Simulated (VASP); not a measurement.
Here is a VASP 6.6.1 calculation.

The input INCAR:

```
  PREC = Accurate
  ENCUT = 520
  EDIFF = 1E-7
  ISMEAR = -1
  SIGMA = 0.05
  LREAL = False
  LASPH = True
  NELM = 150
  ALGO = Normal
  ISIF = 2
  LWAVE = False
  LCHARG = False
  ISPIN = 2
  MAGMOM = 2 1
  LORBIT = 11
  LMAXMIX = 4
  GGA = PE
  NBANDS = 22
```

KPOINTS

```
regular mesh
0
Gamma
  5 5 5
```

POSCAR

```
TiCo
1.0
    2.9861109900      0.0000000000      0.0000000000
    0.0000000000      2.9861109900      0.0000000000
    0.0000000000      0.0000000000      2.9861109900
Co Ti
1 1
Direct
    0.5000000000      0.5000000000      0.5000000000
    0.0000000000      0.0000000000      0.0000000000
```

Potentials or basis: VASP PAW PBE potentials, release 64 (Co, Ti_sv).

Launch:

```console
$ cat potpaw_PBE.64/Co/POTCAR potpaw_PBE.64/Ti_sv/POTCAR > POTCAR
$ mpirun -np 1 vasp_std > vasp.out
```

(1) Estimate the pressure.

(2) Estimate the net moment.

(3) Predict the site moments.

Results:

(1) -0.2 GPa.

(2) 0.90 μB per cell.

(3) Co +0.98; Ti -0.03 μB.

Caveat: the k points lie up to 0.42 Å⁻¹ apart.
